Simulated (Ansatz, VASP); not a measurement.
## Two plane-wave programs on Ga

```
Ga
1.0
     3.09908    0.00000    0.00000
    -1.54954    2.68389    0.00000
     0.00000    0.00000    5.02998
Ga
2
Cartesian
  0.0000 1.7893 1.2575
  1.5495 0.8946 3.7725
```

Alike in both runs: task relaxation of cell and atoms; functional r2SCAN; k mesh 6 × 6 × 4; occupations gaussian, width 0.1 eV; no spin polarisation.

|  | VASP | Ansatz |
| --- | --- | --- |
| version | VASP 6.6.1 | Ansatz 0.2.0 |
| potentials or method | VASP PAW PBE potentials, release 64 (Ga_d), cutoff 600 eV | scalar-relativistic, plane waves, PAW |
| valence electrons in the cell | 26 | 26 |

|  | VASP | Ansatz | Ansatz less VASP |
| --- | --- | --- | --- |
| gap on the k mesh at the Fermi level, each at its own relaxed structure (eV) | none | none | - |
| relaxed volume (Å³/atom) | 17.83 | 17.98 | +0.147 |
| relaxed cell length with the largest relative difference (Å) | 2.905 | 2.913 | +0.0081 |

VASP's potentials were made for PBE, not for r2SCAN. A gap of «none» marks a metal or a gap that the smearing closes.

The k mesh is coarse, so the values compare programs but aren't converged.
